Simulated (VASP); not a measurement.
# NaCl (base) (Fm-3m) in VASP: further runs, part 2 of 2

VASP 6.6.1. Earlier steps stand in the parts before.

## (4) Single point, PBEsol

This run uses another cell than the first one, of 13.12 Å³/atom, 1.072 times its volume.

The input, INCAR:

```
PREC = Accurate ; ENCUT = 500
EDIFF = 1E-6 ; ISMEAR = 0
SIGMA = 0.02 ; LREAL = F
LASPH = T ; NELM = 120
ALGO = Normal ; ISIF = 2
LWAVE = F ; LCHARG = T
GGA = PS ; LELF = T
LVHAR = T ; NBANDS = 14
GGA_COMPAT = F
```

The input, KPOINTS:

```
regular mesh
0
Gamma
  12 12 12
```

The input, POSCAR:

```
NaCl
1.0
    0.0000000000      2.3583243842      2.3583243842
    2.3583243842      0.0000000000      2.3583243842
    2.3583243842      2.3583243842      0.0000000000
Na Cl
1 1
Direct
    0.0000000000      0.0000000000      0.0000000000
    0.5000000000      0.5000000000      0.5000000000
```

Potentials or basis: VASP PAW PBE potentials, release 64 (Na_pv, Cl).

Run with:

```
> cat potpaw_PBE.64/Na_pv/POTCAR potpaw_PBE.64/Cl/POTCAR > POTCAR
> mpirun -np 1 vasp_std > vasp.out
```

OUTCAR:

```text
PREC = Accurate
   ENCUT = 500
   EDIFF = 1E-6
   ISMEAR = 0
   LREAL = F
   LASPH = T
   NELM = 120
   ISIF = 2
   GGA = PS

 ion  position               nearest neighbor table
   1  0.000  0.000  0.000-   2 2.36   2 2.36   2 2.36   2 2.36   2 2.36   2 2.36
   2  0.500  0.500  0.500-   1 2.36   1 2.36   1 2.36   1 2.36   1 2.36   1 2.36

  LATTYP: Found a face centered cubic cell.
 ALAT       =     4.7166487684

  Lattice vectors:

 A1 = (   0.0000000000,   2.3583243842,   2.3583243842)
 A2 = (   2.3583243842,   0.0000000000,   2.3583243842)
 A3 = (   2.3583243842,   2.3583243842,   0.0000000000)

Analysis of symmetry for initial positions (statically):
=====================================================================
 Subroutine PRICEL returns:
 Original cell was already a primitive cell.

 Routine SETGRP: Setting up the symmetry group for a
 face centered cubic supercell.

 Subroutine GETGRP returns: Found 48 space group operations
 (whereof 48 operations were pure point group operations)
 out of a pool of 48 trial point group operations.

The static configuration has the point symmetry O_h .

Analysis of symmetry for dynamics (positions and initial velocities):
=====================================================================
 Subroutine PRICEL returns:
 Original cell was already a primitive cell.

 Routine SETGRP: Setting up the symmetry group for a
 face centered cubic supercell.

 Subroutine GETGRP returns: Found 48 space group operations
 (whereof 48 operations were pure point group operations)
 out of a pool of 48 trial point group operations.

The dynamic configuration has the point symmetry O_h .

 Subroutine INISYM returns: Found 48 space group operations
 (whereof 48 operations are pure point group operations),
 and found     1 'primitive' translations

----------------------------------------------------------------------------------------

                                     Primitive cell

  volume of cell :      26.2326

  direct lattice vectors                    reciprocal lattice vectors
     0.000000000  2.358324384  2.358324384    -0.212014939  0.212014939  0.212014939
     2.358324384  0.000000000  2.358324384     0.212014939 -0.212014939  0.212014939
     2.358324384  2.358324384  0.000000000     0.212014939  0.212014939 -0.212014939

  length of vectors
     3.335174329  3.335174329  3.335174329     0.367220646  0.367220646  0.367220646

  position of ions in fractional coordinates (direct lattice)
     0.000000000  0.000000000  0.000000000
     0.500000000  0.500000000  0.500000000

  ion indices of the primitive-cell ions
   primitive index   ion index
                 1           1
                 2           2

----------------------------------------------------------------------------------------

 KPOINTS: regular mesh

Automatic generation of k-mesh.
 Grid dimensions read from file:
 generate k-points for:   12   12   12

 Generating k-lattice:

  Cartesian coordinates                     Fractional coordinates (reciprocal lattice)
    -0.017667912  0.017667912  0.017667912     0.083333333  0.000000000  0.000000000
     0.017667912 -0.017667912  0.017667912     0.000000000  0.083333333  0.000000000
     0.017667912  0.017667912 -0.017667912     0.000000000  0.000000000  0.083333333

  Length of vectors
     0.030601720  0.030601720  0.030601720

  Shift w.r.t. Gamma in fractional coordinates (k-lattice)
     0.000000000  0.000000000  0.000000000

 Subroutine IBZKPT returns following result:
 ===========================================

 Found     72 irreducible k-points:

 Following reciprocal coordinates:
            Coordinates               Weight
  0.000000  0.000000  0.000000      1.000000
  0.083333  0.000000  0.000000      8.000000
  0.166667  0.000000  0.000000      8.000000
  0.250000  0.000000  0.000000      8.000000
  0.333333  0.000000  0.000000      8.000000
  0.416667  0.000000  0.000000      8.000000
[... 16 lines left out ...]
  0.500000  0.166667  0.000000     24.000000
 -0.416667  0.166667  0.000000     24.000000
 [... further k-points ...]
   k-points           NKPTS =     72   k-points in BZ     NKDIM =     72   number of bands    NBANDS=     14
   number of dos      NEDOS =    301   number of ions     NIONS =      2
   total plane-waves  NPLWV =  13824
   dimension x,y,z NGX =    24 NGY =   24 NGZ =   24
   dimension x,y,z NGXF=    48 NGYF=   48 NGZF=   48
   ions per type =               1   1
   NGX,Y,Z   is equivalent  to a cutoff of  11.96, 11.96, 11.96 a.u.
   NGXF,Y,Z  is equivalent  to a cutoff of  23.93, 23.93, 23.93 a.u.
 SYSTEM =  unknown system
   PREC   = accura    normal or accurate (medium, high low for compatibility)
   ISTART =      0    job   : 0-new  1-cont  2-samecut
   ICHARG =      2    charge: 1-file 2-atom 10-const
   ISPIN  =      1    spin polarized calculation?
   LNONCOLLINEAR =      F non collinear calculations
   LSORBIT =      F    spin-orbit coupling
   LASPH  =      T    aspherical Exc in radial PAW
   ENCUT  =  500.0 eV  36.75 Ry    6.06 a.u.   6.08  6.08  6.08*2*pi/ulx,y,z
   NELM   =    120;   NELMIN=  2; NELMDL= -5     # of ELM steps
   EDIFF  = 0.1E-05   stopping-criterion for ELM
   LREAL  =      F    real-space projection
[... 7 lines left out ...]
   TEBEG  =    0.0;   TEEND  =   0.0 temperature during run
   PSTRESS=    0.0 pullay stress
   NELECT =      14.0000    total number of electrons
   NUPDOWN=      -1.0000    fix difference up-down
   EMIN   =  10.00;   EMAX   =-10.00  energy-range for DOS
   EFERMI =   0.00;   METHOD = LEGACY
   ISMEAR =     0;   SIGMA  =   0.02  broadening in eV -4-tet -1-fermi 0-gaus
   EFERMI_NEDOS =   21; number of points for ismear=-14 and -15
   IALGO  =     38    algorithm
   IMIX   =      4    mixing-type and parameters
     AMIX     =   0.40;   BMIX     =  1.00
     AMIX_MAG =   1.60;   BMIX_MAG =  1.00
  volume/ion in A,a.u.               =      13.12        88.51
  Fermi-wavevector in a.u.,A,eV,Ry     =   1.327916  2.509398 23.991985  1.763361
  Thomas-Fermi vector in A             =   2.457193
   LORBIT       =      0    0 simple, 1 ext, 2 COOP (PROOUT), +10 PAW based schemes
   GGA     = PS    functional components
   LHFCALC =     F    Hartree Fock is set to
   AEXX    =    0.0000 exact exchange contribution
   IVDW    =     0    specifies the selected vdW correction
   LEPSILON=     F    determine dielectric tensor
   LRPA    =     F    only Hartree local field effects (RPA)
 non-spin polarized calculation
 Gauss-broadening in eV      SIGMA  =   0.02
  energy-cutoff  :      500.00
  volume of cell :       26.23
 maximum number of plane-waves:       684
   NGX = 13   NGY = 13   NGZ = 13

 number of electron      14.0000009 magnetization

 Free energy of the ion-electron system (eV)
  ---------------------------------------------------
  ext. energy  EPLUGINS =         0.00000000
  ---------------------------------------------------
  free energy    TOTEN  =        -5.44249384 eV

  energy without entropy =       -5.44249384  energy(sigma->0) =       -5.44249384

 E-fermi :   3.9463     XC(G=0): -10.9185

 val. band max:        3.7656368702   @ k =   0.0000   0.0000   0.0000
 cond. band min:      10.3122714162   @ k =   0.5000   0.5000   0.0000
 fundamental gap:      6.5466345460
 Fermi energy:         3.9463085767

 k-point     1 :       0.0000    0.0000    0.0000
  band No.  band energies     occupation
      1     -16.6863      2.00000
      2     -16.6863      2.00000
      3     -16.6863      2.00000
      4     -10.9699      2.00000
      5       3.7656      2.00000
      6       3.7656      2.00000
      7       3.7656      2.00000
      8      11.7264      0.00000
      9      14.6775      0.00000
     10      14.6775      0.00000
     11      14.6775      0.00000
     12      17.8199      0.00000
     13      17.8199      0.00000
     14      20.0423      0.00000

 k-point     2 :       0.0833    0.0000    0.0000
  band No.  band energies     occupation
      1     -16.7116      2.00000
      2     -16.6872      2.00000
      3     -16.6872      2.00000
      4     -10.8779      2.00000
      5       3.3830      2.00000
      6       3.7035      2.00000
      7       3.7035      2.00000
      8      12.0606      0.00000
      9      14.4204      0.00000
     10      14.8511      0.00000
[... 362 lines left out ...]
 k-point    24 :      -0.4167    0.1667    0.0000
  band No.  band energies     occupation
      1     -16.9713      2.00000
      2     -16.7418      2.00000
      3     -16.7083      2.00000
      4      -9.4004      2.00000
      5      -0.2114      2.00000
      6       2.1516      2.00000
      7       2.8353      2.00000
      8      12.4731      0.00000
      9      14.7678      0.00000
     10      16.4484      0.00000
     11      17.5951      0.00000
     12      20.7823      0.00000
     13      22.5405      0.00000
     14      24.5120      0.00000

 [... further k-points ...]
[... 5 lines left out ...]
  --------------------------------------------------------------------------------------
  -------------------------------------------------------------------------------------
  Total        7.4846763      7.4846763      7.4846763      0.0000000      0.0000000      0.0000000
  in kB      457.1334356    457.1334356    457.1334356      0.0000000      0.0000000      0.0000000
  external PRESSURE =     457.1334356 kB  Pullay stress =       0.0000000 kB

 VOLUME and BASIS-vectors are now :
 -----------------------------------------------------------------------------
  energy-cutoff  :      500.00
  volume of cell :       26.23
      direct lattice vectors                 reciprocal lattice vectors
     0.000000000  2.358324384  2.358324384    -0.212014939  0.212014939  0.212014939
     2.358324384  0.000000000  2.358324384     0.212014939 -0.212014939  0.212014939
     2.358324384  2.358324384  0.000000000     0.212014939  0.212014939 -0.212014939

 POSITION                                       TOTAL-FORCE (eV/Angst)
 -----------------------------------------------------------------------------------
      0.00000      0.00000      0.00000         0.000000      0.000000      0.000000
      2.35832      2.35832      2.35832         0.000000     -0.000000      0.000000
 -----------------------------------------------------------------------------------
    total drift:                                0.000000     -0.000000     -0.000000

  FREE ENERGIE OF THE ION-ELECTRON SYSTEM (eV)
  ---------------------------------------------------
  free  energy   TOTEN  =        -5.4424938423 eV

  energy  without entropy=       -5.4424938423  energy(sigma->0) =       -5.44249384
```

OSZICAR:

```text
N       E                     dE             d eps       ncg     rms          rms(c)
DAV:   1     0.103817906025E+03    0.10382E+03   -0.71408E+03  2030   0.115E+03
DAV:   2     0.265525593682E+00   -0.10355E+03   -0.95966E+02  2288   0.311E+02
DAV:   3    -0.558247722900E+01   -0.58480E+01   -0.58237E+01  2556   0.665E+01
DAV:   4    -0.564943472530E+01   -0.66957E-01   -0.66939E-01  2286   0.740E+00
DAV:   5    -0.565054541626E+01   -0.11107E-02   -0.11107E-02  2586   0.994E-01    0.319E+00
DAV:   6    -0.547019735052E+01    0.18035E+00   -0.21152E-01  2810   0.512E+00    0.224E+00
DAV:   7    -0.544265939982E+01    0.27538E-01   -0.80320E-02  2824   0.274E+00    0.131E+00
DAV:   8    -0.544256793485E+01    0.91465E-04   -0.52259E-03  2214   0.832E-01    0.256E-01
DAV:   9    -0.544248533435E+01    0.82600E-04   -0.16295E-04  2610   0.211E-01    0.434E-02
DAV:  10    -0.544249300052E+01   -0.76662E-05   -0.23049E-05  2396   0.101E-01    0.136E-02
DAV:  11    -0.544249384232E+01   -0.84180E-06   -0.41801E-06  2556   0.226E-02
   1 F= -.54424938E+01 E0= -.54424938E+01  d E =-.709699E-40
```

It took 26 s on 1 thread of Intel Xeon 8259CL, shared host; peak memory 0.14 GiB.

Results:

```yaml
Free_energy: -5.4425 eV
Pressure: 45.7 GPa
Band_gap_on_the_k_mesh: 6.55 eV, indirect (least direct gap 7.90 eV)
```

Caveat: the PAW data sets were made with another functional, which shifts forces and pressure a little.

## (5) Relaxation of cell and atoms, PBEsol, target pressure 30 GPa, at which the enthalpy is minimised

This run uses another cell than the first one, of 14.36 Å³/atom, 1.173 times its volume.

The input, INCAR:

```
SYSTEM = NaCl
PREC = Accurate
ENCUT = 500
EDIFF = 1E-7
ISMEAR = 0
SIGMA = 0.02
LREAL = .False.
LASPH = .True.
NELM = 120
ALGO = Normal
ISIF = 3
LWAVE = .False.
LCHARG = .False.
GGA = PS
IBRION = 2
NSW = 100
EDIFFG = -0.002
PSTRESS = 300.0
GGA_COMPAT = .False.
NELMIN = 4
```

The input, KPOINTS:

```
Automatic mesh
0
Gamma
  8 8 8
  0 0 0
```

The input, POSCAR:

```
NaCl
1.0
    0.0000000000      2.4306781470      2.4306781470
    2.4306781470      0.0000000000      2.4306781470
    2.4306781470      2.4306781470      0.0000000000
Na Cl
1 1
Direct
    0.0000000000      0.0000000000      0.0000000000
    0.5000000000      0.5000000000      0.5000000000
```

Run with:

```
> cat potpaw_PBE.64/Na_pv/POTCAR potpaw_PBE.64/Cl/POTCAR > POTCAR
> mpirun -np 1 vasp_std > vasp.out
```

It took 45 s on 1 thread of Intel Xeon 8259CL, shared host; peak memory 0.15 GiB.

It converged, with:

| Property | Result |
| --- | --- |
| Free energy | -6.0420 eV |
| Relaxed volume | 14.40 Å³/atom |
| Relaxed cell | a = 3.441 Å, b = 3.441 Å, c = 3.441 Å, α = 60.00°, β = 60.00°, γ = 60.00° |
| Space group after relaxing (to 0.05 Å) | Fm-3m (No. 225) |
| Energy change on relaxing (the enthalpy is what falls) | -7.4 meV/atom |
| Ionic steps | 3 |
| Pressure after relaxing | 30.0 GPa |
| Band gap on the k mesh | 6.93 eV, indirect (least direct gap 7.25 eV) |

Step by step:
```tsv
step	energy change (eV)	largest force (eV/Å)	pressure (GPa)	volume (Å³)
1	0.0000	0.0000	30.39	28.72
2	-0.0274	0.0000	29.67	28.87
3	-0.0148	0.0000	30.01	28.80
```

Final structure:
```yaml
crystal:
  lattice:
    - [0.00000, 2.43289, 2.43289]
    - [2.43289, 0.00000, 2.43289]
    - [2.43289, 2.43289, 0.00000]
  atoms:
    - { symbol: Na, position: [0.00000, 0.00000, 0.00000] }
    - { symbol: Cl, position: [0.50000, 0.50000, 0.50000] }
```

Levels at points of the mesh, in eV from the valence-band top:
| k point | band 4 | band 5 | band 6 | band 7 | band 8 | band 9 | band 10 | band 11 |
| --- | --- | --- | --- | --- | --- | --- | --- | --- |
| (0.00, 0.00, 0.00) | -14.22 | 0.00 | 0.00 | 0.00 | 7.25 | 11.03 | 11.03 | 11.03 |
| (0.50, 0.00, 0.00) | -13.00 | -3.82 | -0.67 | -0.67 | 7.63 | 11.70 | 11.70 | 14.45 |
| (0.50, 0.50, 0.00) | -13.02 | -3.26 | -1.19 | -1.19 | 6.93 | 8.58 | 14.79 | 16.73 |

Caveat: the cell is relaxed towards a set pressure, so the enthalpy falls and the energy may rise; the PAW data sets were made with another functional, which shifts forces and pressure a little.

## (6) Single point, PBEsol

This run uses another cell than the first one, of 14.36 Å³/atom, 1.173 times its volume.

The input, INCAR:

```
SYSTEM = NaCl
PREC = Accurate
ENCUT = 500
EDIFF = 1E-6
ISMEAR = 0
SIGMA = 0.02
LREAL = .FALSE.
LASPH = .TRUE.
NELM = 120
ALGO = Normal
ISIF = 2
LWAVE = .FALSE.
LCHARG = .FALSE.
GGA = PS
NBANDS = 14
GGA_COMPAT = .FALSE.
```

The input, KPOINTS:

```
Automatic mesh
0
G
  12 12 12
  0 0 0
```

POSCAR is that of step 5.

Potentials or basis: VASP PAW PBE potentials, release 64 (Na_pv, Cl).

Run with:

```
> cat potpaw_PBE.64/Na_pv/POTCAR potpaw_PBE.64/Cl/POTCAR > POTCAR
> mpirun -np 1 vasp_std > vasp.out
```

Run time: 52 s. Hardware: 1 thread of Intel Xeon 8259CL, shared host; peak memory 0.16 GiB.

The run converged. Its results:

```yaml
Free_energy: -6.0273 eV
Pressure: 30.4 GPa
Band_gap_on_the_k_mesh: 6.92 eV, indirect (least direct gap 7.27 eV)
```

Levels at points of the mesh, in eV from the valence-band top:
```csv
k point,band 4,band 5,band 6,band 7,band 8,band 9,band 10,band 11
"(0.00, 0.00, 0.00)",-14.24,0.00,0.00,0.00,7.27,11.03,11.03,11.03
"(0.50, 0.00, 0.00)",-13.01,-3.83,-0.68,-0.68,7.64,11.71,11.71,14.48
"(0.50, 0.50, 0.00)",-13.03,-3.27,-1.20,-1.20,6.92,8.59,14.81,16.74
```

Caveat: the PAW data sets were made with another functional, which shifts forces and pressure a little.

## (7) Overview

```tsv
task	cell	k mesh	gap on the mesh (eV)	pressure (GPa)
single point	a = 3.259 Å, angles 60.0°, 2 atoms	12 × 12 × 12	6.21	61.0
single point	a = 3.335 Å, angles 60.0°, 2 atoms	12 × 12 × 12	6.55	45.7
relaxation of cell and atoms	relaxed to 30 GPa from a = 3.437 Å, angles 60.0°, 2 atoms	8 × 8 × 8	6.93	30.0
single point	a = 3.437 Å, angles 60.0°, 2 atoms	12 × 12 × 12	6.92	30.4
```

Alike in all rows: level PBEsol; potentials or basis VASP PAW PBE potentials, release 64 (Na_pv, Cl); no spin polarisation; cutoff (eV) 500; smearing gaussian 0.02 eV.

Caveats: the PAW data sets were made with another functional, which shifts forces and pressure a little; the cell is relaxed towards a set pressure, so the enthalpy falls and the energy may rise (some runs).

Absolute energies hang on the potentials; compare differences alone.
